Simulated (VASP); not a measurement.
# Fe: single point with PBEsol

Crystal: Fe.

```
CELL_PARAMETERS angstrom
-1.32388 1.32388 1.49656
1.32388 -1.32388 1.49656
1.32388 1.32388 -1.49656
ATOMIC_POSITIONS crystal
Fe 0.00000 0.00000 0.00000
```

This cell differs from its parent crystal: strain -0.080 along x and y, +0.040 along z.

```
Program                : VASP 6.6.1
Task                   : single point
Functional             : PBEsol
Potentials or basis    : VASP PAW PBE potentials, release 64 (Fe)
Cutoff                 : 520 eV
k mesh                 : 24 × 24 × 24
Occupations            : gaussian, width 0.15 eV
Spin                   : collinear spin, ferromagnetic start
Starting moments       : [2.64] μB
Dipole correction      : no
Further INCAR settings : ALGO = Fast; EDIFF = 1e-07; NBANDS = 14
```

- Pressure: 8.7 GPa
- Net moment: 2.07 μB per cell
- Site moments: Fe +2.05 μB
- Valence electrons inside the program's atomic spheres: Fe 7.45

Stress tensor (GPa, compression positive):
```
13.79  0.00  0.00
 0.00 13.79  0.00
 0.00  0.00 -1.36
```

Levels at points of the mesh, in eV from the Fermi level:
Spin up:
```
           k point  band 2  band 3  band 4  band 5  band 6  band 7  band 8  band 9
(0.00, 0.00, 0.00)   -2.68   -2.68   -2.03   -1.54   -0.89   24.02   26.49   26.49
(0.50, 0.00, 0.00)   -3.41   -1.67   -0.65    0.03    0.40    7.63   19.85   22.82
(0.50, 0.50, 0.00)   -4.33   -0.60   -0.54    0.59    1.11    8.93   17.32   18.81
(0.50, 0.50, 0.50)   -5.24    0.03    0.30    0.30    7.25   12.06   12.06   14.59
```
Spin down:
```tsv
k point	band 1	band 2	band 3	band 4	band 5	band 6
(0.00, 0.00, 0.00)	-8.80	-0.95	-0.95	-0.05	0.83	1.77
(0.50, 0.00, 0.00)	-4.24	-1.72	0.28	0.69	1.85	2.51
(0.50, 0.50, 0.00)	-4.23	-2.84	1.40	1.92	1.99	2.63
(0.50, 0.50, 0.50)	-3.89	-3.55	2.21	2.31	2.31	7.61
```

It took 3.7 min on 1 thread of Oxide Virtual Turin-like Processor, with other jobs on the host, peak memory 0.29 GiB.

Caveat: the cell differs from its parent crystal (strain -0.080 along x and y, +0.040 along z); the stress differs along the axes, from -1 to 14 GPa; the PAW data sets were made with another functional, which shifts forces and pressure a little.
